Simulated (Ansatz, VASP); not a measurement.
# One calculation of BN, two programs

Contents of INCAR:

```
SYSTEM = BN
ALGO = Normal
EDIFF = 1E-6
ENCUT = 520
GGA = PE
ISIF = 2
ISMEAR = 0
LASPH = .TRUE.
LCHARG = .TRUE.
LELF = .TRUE.
LREAL = .FALSE.
LVHAR = .TRUE.
LWAVE = .FALSE.
NBANDS = 16
NELM = 100
PREC = Accurate
SIGMA = 0.05
```

Contents of KPOINTS:

```
k-points
0
G
  12 12 6
  0 0 0
```

The input POSCAR:

```
BN
1.0
    2.5539396017      0.0000000000      0.0000000000
   -1.2769698009      2.2117765748      0.0000000000
    0.0000000000      0.0000000000      4.2268550000
B N
2 2
Direct
    0.4317355040      0.3333333333      1.0706987555
    0.3333333333      0.6666666667      0.4997240000
    0.6666666667      0.3333333333      0.6252760000
    0.3333333333      0.6666666667      0.1252760000
```

Input for Ansatz:

```yaml
crystal:
  lattice:
    - [2.5539396017, 0.0, 0.0]
    - [-1.2769698009, 2.2117765748, 0.0]
    - [0.0, 0.0, 4.226855]
  atoms:
    - { symbol: B, position: [0.431735504, 0.3333333333, 1.0706987555] }
    - { symbol: B, position: [0.3333333333, 0.6666666667, 0.499724] }
    - { symbol: "N", position: [0.6666666667, 0.3333333333, 0.625276] }
    - { symbol: "N", position: [0.3333333333, 0.6666666667, 0.125276] }
basis:
  ecutwfc: 420
kpoints:
  mp_grid: { grid: [12, 12, 6] }
hamiltonian:
  xc: pbe
scf:
  occupations: { method: gaussian, width: 0.05 }
output:
  forces: true
  stress: true
  eigenvalues: true
```

Alike in both runs: task single point; functional PBE; k mesh 12 × 12 × 6; occupations gaussian, width 0.05 eV; no spin polarisation.

|  | VASP | Ansatz |
| --- | --- | --- |
| version | VASP 6.6.1 | Ansatz 0.2.0 |
| potentials or method | VASP PAW PBE potentials, release 64 (B, N), cutoff 520 eV | scalar-relativistic, plane waves, PAW |
| valence electrons in the cell | 16 | 16 |

Ansatz gave:

| Item | Value |
| --- | --- |
| gap on the k mesh at the Fermi level (eV) | 1.58 |
| least direct gap on the mesh (eV) | 3.61 |
| rms of the force components (eV/Å) | 17.556 |

Q: What did VASP give for the same quantities?

A: gap on the k mesh at the Fermi level (eV): 1.57; least direct gap on the mesh (eV): 3.61; rms of the force components (eV/Å): 18.091.

Atom by atom the forces differ by 0.538 eV/Å (rms over components).
